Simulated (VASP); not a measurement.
# Ge4N in VASP: further runs

Ge4N is run at these levels: PBE; tasks: relaxation of cell and atoms, single point.

Everything below comes from runs of VASP 6.6.1. Logs are shortened: lines on timing, memory, paths and dates and some standing lists are left out, and cuts for length are marked.

## 1. The cell of the first run

Symmetry: P4/mmm, No. 123, tetragonal system. Conventional cell: a = 4.097 Å, b = 4.097 Å, c = 5.331 Å, α = 90.00°, β = 90.00°, γ = 90.00°. Within 3.5 Å of Ge (site symmetry mmm) lie 6 Ge at 2.67 to 2.90 Å and 4 N at 3.36 Å. Within 2.7 Å of Ge (site symmetry mmm) lie 2 N at 2.05 Å and 2 Ge at 2.67 Å. N (site symmetry 4/mmm) has 4 Ge at 2.05 Å within 2.7 Å.

## 2. Relaxation of cell and atoms, PBE

Contents of INCAR:

```
SYSTEM = Ge4N
  PREC = Accurate
  ENCUT = 600
  EDIFF = 1E-6
  ISMEAR = 0
  SIGMA = 0.1
  LREAL = .False.
  LASPH = .True.
  NELM = 100
  ALGO = Normal
  ISIF = 3
  LWAVE = .False.
  LCHARG = .False.
  GGA = PE
  IBRION = 2
  NSW = 100
  EDIFFG = -0.01
```

Contents of KPOINTS:

```
regular mesh
0
Gamma
  10 10 8
  0 0 0
```

Contents of POSCAR:

```
Ge4N
1.0
    4.0974790782      0.0000000000      0.0000000000
    0.0000000000      4.0974790782      0.0000000000
    0.0000000000      0.0000000000      5.3308839888
Ge N
4 1
Direct
    0.5000000000      0.0000000000      0.5000000000
    0.0000000000      0.5000000000      0.5000000000
    0.5000000000      0.0000000000      0.0000000000
    0.0000000000      0.5000000000      0.0000000000
    0.5000000000      0.5000000000      0.0000000000
```

Potentials or basis: VASP PAW PBE potentials, release 64 (Ge_d, N).

Command:

```sh
$ cat potpaw_PBE.64/Ge_d/POTCAR potpaw_PBE.64/N/POTCAR > POTCAR
$ mpirun -np 1 vasp_std > vasp.out
```

OUTCAR:

```text
SYSTEM = Ge4N
   PREC = Accurate
   ENCUT = 600
   EDIFF = 1E-6
   ISMEAR = 0
   LREAL = .False.
   LASPH = .True.
   NELM = 100
   ISIF = 3
   GGA = PE
   IBRION = 2
   NSW = 100
   EDIFFG = -0.01

 ion  position               nearest neighbor table
   1  0.500  0.000  0.500-   3 2.67   3 2.67   2 2.90   2 2.90   2 2.90   2 2.90
   2  0.000  0.500  0.500-   4 2.67   4 2.67   1 2.90   1 2.90   1 2.90   1 2.90
   3  0.500  0.000  0.000-   5 2.05   5 2.05   1 2.67   1 2.67   4 2.90   4 2.90   4 2.90   4 2.90

   4  0.000  0.500  0.000-   5 2.05   5 2.05   2 2.67   2 2.67   3 2.90   3 2.90   3 2.90   3 2.90

   5  0.500  0.500  0.000-   3 2.05   4 2.05   3 2.05   4 2.05

  LATTYP: Found a simple tetragonal cell.
 ALAT       =     4.0974790782
 C/A-ratio  =     1.3010155481

  Lattice vectors:

 A1 = (   4.0974790782,   0.0000000000,   0.0000000000)
 A2 = (   0.0000000000,   4.0974790782,   0.0000000000)
 A3 = (   0.0000000000,   0.0000000000,   5.3308839888)

Analysis of symmetry for initial positions (statically):
=====================================================================
 Subroutine PRICEL returns:
 Original cell was already a primitive cell.

 Routine SETGRP: Setting up the symmetry group for a
 simple tetragonal supercell.

 Subroutine GETGRP returns: Found 16 space group operations
 (whereof 16 operations were pure point group operations)
 out of a pool of 16 trial point group operations.

The static configuration has the point symmetry D_4h.

Analysis of symmetry for dynamics (positions and initial velocities):
=====================================================================
 Subroutine PRICEL returns:
 Original cell was already a primitive cell.

 Routine SETGRP: Setting up the symmetry group for a
 simple tetragonal supercell.

 Subroutine GETGRP returns: Found 16 space group operations
 (whereof 16 operations were pure point group operations)
 out of a pool of 16 trial point group operations.

The dynamic configuration has the point symmetry D_4h.

 Subroutine INISYM returns: Found 16 space group operations
 (whereof 16 operations are pure point group operations),
 and found     1 'primitive' translations

----------------------------------------------------------------------------------------

                                     Primitive cell

  volume of cell :      89.5020

  direct lattice vectors                    reciprocal lattice vectors
     4.097479078  0.000000000  0.000000000     0.244052497  0.000000000  0.000000000
     0.000000000  4.097479078  0.000000000     0.000000000  0.244052497  0.000000000
     0.000000000  0.000000000  5.330883989     0.000000000  0.000000000  0.187586149

  length of vectors
     4.097479078  4.097479078  5.330883989     0.244052497  0.244052497  0.187586149

  position of ions in fractional coordinates (direct lattice)
     0.500000000  0.000000000  0.500000000
     0.000000000  0.500000000  0.500000000
     0.500000000  0.000000000  0.000000000
     0.000000000  0.500000000  0.000000000
     0.500000000  0.500000000  0.000000000

  ion indices of the primitive-cell ions
   primitive index   ion index
                 1           1
                 2           2
                 3           3
                 4           4
                 5           5

----------------------------------------------------------------------------------------

 KPOINTS: regular mesh

Automatic generation of k-mesh.
 Grid dimensions read from file:
 generate k-points for:   10   10    8

 Generating k-lattice:

  Cartesian coordinates                     Fractional coordinates (reciprocal lattice)
     0.024405250  0.000000000  0.000000000     0.100000000  0.000000000  0.000000000
     0.000000000  0.024405250  0.000000000     0.000000000  0.100000000  0.000000000
     0.000000000  0.000000000  0.023448269     0.000000000  0.000000000  0.125000000

  Length of vectors
     0.024405250  0.024405250  0.023448269

  Shift w.r.t. Gamma in fractional coordinates (k-lattice)
     0.000000000  0.000000000  0.000000000

 Subroutine IBZKPT returns following result:
 ===========================================

 Found    105 irreducible k-points:

 Following reciprocal coordinates:
            Coordinates               Weight
  0.000000  0.000000  0.000000      1.000000
  0.100000  0.000000  0.000000      4.000000
  0.200000  0.000000  0.000000      4.000000
  0.300000  0.000000  0.000000      4.000000
  0.400000  0.000000  0.000000      4.000000
  0.500000  0.000000  0.000000      2.000000
[... 16 lines left out ...]
  0.100000  0.000000  0.125000      8.000000
  0.200000  0.000000  0.125000      8.000000
 [... further k-points ...]
   k-points           NKPTS =    105   k-points in BZ     NKDIM =    105   number of bands    NBANDS=     36
   number of dos      NEDOS =    301   number of ions     NIONS =      5
   total plane-waves  NPLWV =  62208
   dimension x,y,z NGX =    36 NGY =   36 NGZ =   48
   dimension x,y,z NGXF=    72 NGYF=   72 NGZF=   96
   ions per type =               4   1
   NGX,Y,Z   is equivalent  to a cutoff of  14.61, 14.61, 14.97 a.u.
   NGXF,Y,Z  is equivalent  to a cutoff of  29.21, 29.21, 29.94 a.u.
 SYSTEM =  Ge4N
   PREC   = accura    normal or accurate (medium, high low for compatibility)
   ISTART =      0    job   : 0-new  1-cont  2-samecut
   ICHARG =      2    charge: 1-file 2-atom 10-const
   ISPIN  =      1    spin polarized calculation?
   LNONCOLLINEAR =      F non collinear calculations
   LSORBIT =      F    spin-orbit coupling
   LASPH  =      T    aspherical Exc in radial PAW
   ENCUT  =  600.0 eV  44.10 Ry    6.64 a.u.   8.18  8.18 10.65*2*pi/ulx,y,z
   NELM   =    100;   NELMIN=  2; NELMDL= -5     # of ELM steps
   EDIFF  = 0.1E-05   stopping-criterion for ELM
   LREAL  =      F    real-space projection
   EDIFFG = -.1E-01   stopping-criterion for IOM
   NSW    =    100    number of steps for IOM
   IBRION =      2    ionic relax: 0-MD 1-quasi-New 2-CG
   NFREE  =      1    steps in history (QN), initial steepest desc. (CG)
   ISIF   =      3    stress and relaxation
   ISYM   =      2    0-nonsym 1-usesym 2-fastsym
   POTIM  = 0.5000    time-step for ionic-motion
   TEBEG  =    0.0;   TEEND  =   0.0 temperature during run
   PSTRESS=    0.0 pullay stress
   NELECT =      61.0000    total number of electrons
   NUPDOWN=      -1.0000    fix difference up-down
   EMIN   =  10.00;   EMAX   =-10.00  energy-range for DOS
   EFERMI =   0.00;   METHOD = LEGACY
   ISMEAR =     0;   SIGMA  =   0.10  broadening in eV -4-tet -1-fermi 0-gaus
   EFERMI_NEDOS =   21; number of points for ismear=-14 and -15
   IALGO  =     38    algorithm
   IMIX   =      4    mixing-type and parameters
     AMIX     =   0.40;   BMIX     =  1.00
     AMIX_MAG =   1.60;   BMIX_MAG =  1.00
  volume/ion in A,a.u.               =      17.90       120.80
  Fermi-wavevector in a.u.,A,eV,Ry     =   1.440701  2.722530 28.240517  2.075619
  Thomas-Fermi vector in A             =   2.559416
   LORBIT       =      0    0 simple, 1 ext, 2 COOP (PROOUT), +10 PAW based schemes
   GGA     = PE    functional components
   LHFCALC =     F    Hartree Fock is set to
   AEXX    =    0.0000 exact exchange contribution
   IVDW    =     0    specifies the selected vdW correction
   LEPSILON=     F    determine dielectric tensor
   LRPA    =     F    only Hartree local field effects (RPA)
 conjugate gradient relaxation of ions
 non-spin polarized calculation
 Gauss-broadening in eV      SIGMA  =   0.10
  energy-cutoff  :      600.00
  volume of cell :       89.50
 maximum number of plane-waves:      3004
 NGX is ok and might be reduce to    36
   NGX = 17   NGY = 17   NGZ = 21

--------------------------------------- Ionic step        1  -------------------------------------------

 number of electron      60.9999997 magnetization

 Free energy of the ion-electron system (eV)
  ---------------------------------------------------
  ext. energy  EPLUGINS =         0.00000000
  ---------------------------------------------------
  free energy    TOTEN  =       -22.91522966 eV

  energy without entropy =      -22.89997829  energy(sigma->0) =      -22.90760397

------------------------ aborting loop because EDIFF is reached ----------------------------------------

  FORCE on cell =-STRESS in cart. coord.  units (eV):
  Direction    XX          YY          ZZ          XY          YZ          ZX
  --------------------------------------------------------------------------------------
  -------------------------------------------------------------------------------------
  Total       -0.0234786     -0.0234786     -0.2973969      0.0000000      0.0000000      0.0000000
  in kB       -0.4202915     -0.4202915     -5.3237089      0.0000000      0.0000000      0.0000000
  external PRESSURE =      -2.0547640 kB  Pullay stress =       0.0000000 kB

 VOLUME and BASIS-vectors are now :
 -----------------------------------------------------------------------------
  energy-cutoff  :      600.00
  volume of cell :       89.50
      direct lattice vectors                 reciprocal lattice vectors
     4.097479078  0.000000000  0.000000000     0.244052497  0.000000000  0.000000000
     0.000000000  4.097479078  0.000000000     0.000000000  0.244052497  0.000000000
     0.000000000  0.000000000  5.330883989     0.000000000  0.000000000  0.187586149

 POSITION                                       TOTAL-FORCE (eV/Angst)
 -----------------------------------------------------------------------------------
      2.04874      0.00000      2.66544         0.000000      0.000000      0.000000
      0.00000      2.04874      2.66544         0.000000      0.000000      0.000000
      2.04874      0.00000      0.00000         0.000000      0.000000      0.000000
      0.00000      2.04874      0.00000         0.000000      0.000000      0.000000
      2.04874      2.04874      0.00000         0.000000      0.000000      0.000000
 -----------------------------------------------------------------------------------
    total drift:                                0.000000     -0.000000     -0.000000

  FREE ENERGIE OF THE ION-ELECTRON SYSTEM (eV)
  ---------------------------------------------------
  free  energy   TOTEN  =       -22.9152296570 eV

  energy  without entropy=      -22.8999782887  energy(sigma->0) =      -22.90760397

--------------------------------------- Ionic step        2  -------------------------------------------

 number of electron      61.0000001 magnetization

 Free energy of the ion-electron system (eV)
  ---------------------------------------------------
  ext. energy  EPLUGINS =         0.00000000
  ---------------------------------------------------
  free energy    TOTEN  =       -22.91570405 eV

  energy without entropy =      -22.90080940  energy(sigma->0) =      -22.90825673

 E-fermi :   5.4907     XC(G=0): -10.8479

 val. band max:        5.4877766649   @ k =   0.0000   0.0000   0.0000
 cond. band min:       5.4913459618   @ k =   0.3000   0.3000   0.1250
 fundamental gap:      0.0035692969
 Fermi energy:         5.4906763621

 k-point     1 :       0.0000    0.0000    0.0000
  band No.  band energies     occupation
      1     -19.3223      2.00000
      2     -19.2745      2.00000
      3     -19.2466      2.00000
      4     -19.1834      2.00000
      5     -19.1788      2.00000
      6     -19.1788      2.00000
[... 28 lines left out ...]
     35      10.2149      0.00000
     36      11.8699      0.00000

 k-point     2 :       0.1000    0.0000    0.0000
  band No.  band energies     occupation
      1     -19.3164      2.00000
      2     -19.2704      2.00000
      3     -19.2448      2.00000
      4     -19.1848      2.00000
      5     -19.1783      2.00000
      6     -19.1782      2.00000
[... 28 lines left out ...]
     35      10.6005      0.00000
     36      11.6492      0.00000
[... 817 lines left out ...]
     35      10.6796      0.00000
     36      11.5302      0.00000

 k-point    24 :       0.2000    0.0000    0.1250
  band No.  band energies     occupation
      1     -19.2995      2.00000
      2     -19.2581      2.00000
      3     -19.2350      2.00000
      4     -19.1849      2.00000
      5     -19.1762      2.00000
      6     -19.1756      2.00000
[... 28 lines left out ...]
     35      10.5293      0.00000
     36      10.7633      0.00000

 [... further k-points ...]
[... 5 lines left out ...]
  --------------------------------------------------------------------------------------
  -------------------------------------------------------------------------------------
  Total        0.0167531      0.0167531     -0.0124085      0.0000000      0.0000000      0.0000000
  in kB        0.3008966      0.3008966     -0.2228657      0.0000000      0.0000000      0.0000000
  external PRESSURE =       0.1263092 kB  Pullay stress =       0.0000000 kB

 VOLUME and BASIS-vectors are now :
 -----------------------------------------------------------------------------
  energy-cutoff  :      600.00
  volume of cell :       89.20
      direct lattice vectors                 reciprocal lattice vectors
     4.096550859  0.000000000  0.000000000     0.244107796  0.000000000  0.000000000
     0.000000000  4.096550859  0.000000000     0.000000000  0.244107796 -0.000000000
    -0.000000000  0.000000000  5.315587320     0.000000000  0.000000000  0.188125966

 POSITION                                       TOTAL-FORCE (eV/Angst)
 -----------------------------------------------------------------------------------
      2.04828      0.00000      2.65779        -0.000000      0.000000      0.000000
     -0.00000      2.04828      2.65779        -0.000000      0.000000      0.000000
      2.04828      0.00000      0.00000        -0.000000      0.000000      0.000000
      0.00000      2.04828      0.00000         0.000000     -0.000000      0.000000
      2.04828      2.04828      0.00000         0.000000     -0.000000      0.000000
 -----------------------------------------------------------------------------------
    total drift:                                0.000000     -0.000000     -0.000000

  FREE ENERGIE OF THE ION-ELECTRON SYSTEM (eV)
  ---------------------------------------------------
  free  energy   TOTEN  =       -22.9157040540 eV

  energy  without entropy=      -22.9008094036  energy(sigma->0) =      -22.90825673

 reached required accuracy - stopping structural energy minimisation
```

Wall time 6.9 min (1 thread of AMD EPYC 9R45 (Zen 5), shared host); peak memory 0.43 GiB.

What came out:

| Item | Value |
| --- | --- |
| Free energy | -22.9157 eV |
| Relaxed volume | 17.84 Å³/atom |
| Relaxed cell | a = 4.097 Å, b = 4.097 Å, c = 5.316 Å, α = 90.00°, β = 90.00°, γ = 90.00° |
| Space group after relaxing (to 0.05 Å) | P4/mmm (No. 123) |
| Energy gained by relaxing | 0.1 meV/atom |
| Ionic steps | 2 |
| Pressure after relaxing | 0.0 GPa |

Step by step:
| step | energy change (eV) | largest force (eV/Å) | pressure (GPa) | volume (Å³) |
| --- | --- | --- | --- | --- |
| 1 | 0.0000 | 0.0000 | -0.21 | 89.50 |
| 2 | -0.0005 | 0.0000 | 0.01 | 89.20 |

Final structure:
```
Ge N
1.0
     4.09655    0.00000    0.00000
     0.00000    4.09655    0.00000
     0.00000    0.00000    5.31559
Ge N
4 1
Cartesian
  2.0483 0.0000 2.6578
  0.0000 2.0483 2.6578
  2.0483 0.0000 0.0000
  0.0000 2.0483 0.0000
  2.0483 2.0483 0.0000
```

## 3. Single point, PBE

This run uses another cell than the first one, of 17.83 Å³/atom, 0.996 times its volume.

Contents of INCAR:

```
SYSTEM = Ge4N
PREC = Accurate
ENCUT = 520
EDIFF = 1E-7
ISMEAR = 0
SIGMA = 0.1
LREAL = .False.
LASPH = .True.
NELM = 100
ALGO = Normal
ISIF = 2
LWAVE = .False.
LCHARG = .False.
GGA = PE
NBANDS = 38
```

KPOINTS is that of step 2.

POSCAR: that of step 2 with these lines changed.

```diff
@@ -2,5 +2,5 @@
 1.0
-    4.0974790782      0.0000000000      0.0000000000
-    0.0000000000      4.0974790782      0.0000000000
-    0.0000000000      0.0000000000      5.3308839888
+    4.0962117442      0.0000000000      0.0000000000
+    0.0000000000      4.0962117442      0.0000000000
+    0.0000000000      0.0000000000      5.3142211048
 Ge N
```

Potentials or basis: VASP PAW PBE potentials, release 64 (Ge_d, N).

Command:

```sh
$ cat potpaw_PBE.64/Ge_d/POTCAR potpaw_PBE.64/N/POTCAR > POTCAR
$ mpirun -np 1 vasp_std > vasp.out
```

Run time: 7 min. Hardware: 1 thread of Intel Xeon Platinum 8375C at 2.90GHz (Ice Lake), shared host; peak memory 0.37 GiB.

The run converged. Its results:

* Free energy: -22.9134 eV
* Pressure: 0.0 GPa

Levels at points of the mesh, in eV from the Fermi level:
| k point | band 27 | band 28 | band 29 | band 30 | band 31 | band 32 | band 33 | band 34 | band 35 | band 36 |
| --- | --- | --- | --- | --- | --- | --- | --- | --- | --- | --- |
| (0.00, 0.00, 0.00) | -5.40 | -1.74 | -0.88 | -0.88 | -0.56 | 0.00 | 3.00 | 3.00 | 4.72 | 6.38 |
| (0.50, 0.00, 0.00) | -4.22 | -3.22 | -0.33 | -0.22 | 0.15 | 1.24 | 1.53 | 2.07 | 2.93 | 4.36 |
| (0.50, 0.50, 0.00) | -3.23 | -2.72 | -2.72 | -2.52 | -1.61 | 1.74 | 1.74 | 3.51 | 5.21 | 6.36 |
| (0.00, 0.00, 0.50) | -4.92 | -2.68 | -1.16 | -1.16 | 0.76 | 2.39 | 2.54 | 2.54 | 5.48 | 5.49 |
| (0.50, 0.00, 0.50) | -2.11 | -0.51 | 0.62 | 1.03 | 1.14 | 1.15 | 1.23 | 1.29 | 2.58 | 2.65 |
| (0.50, 0.50, 0.50) | -4.03 | -3.58 | -0.61 | 0.06 | 0.06 | 2.82 | 2.82 | 3.91 | 4.45 | 4.45 |

(Part 1 of 2 ends here.)
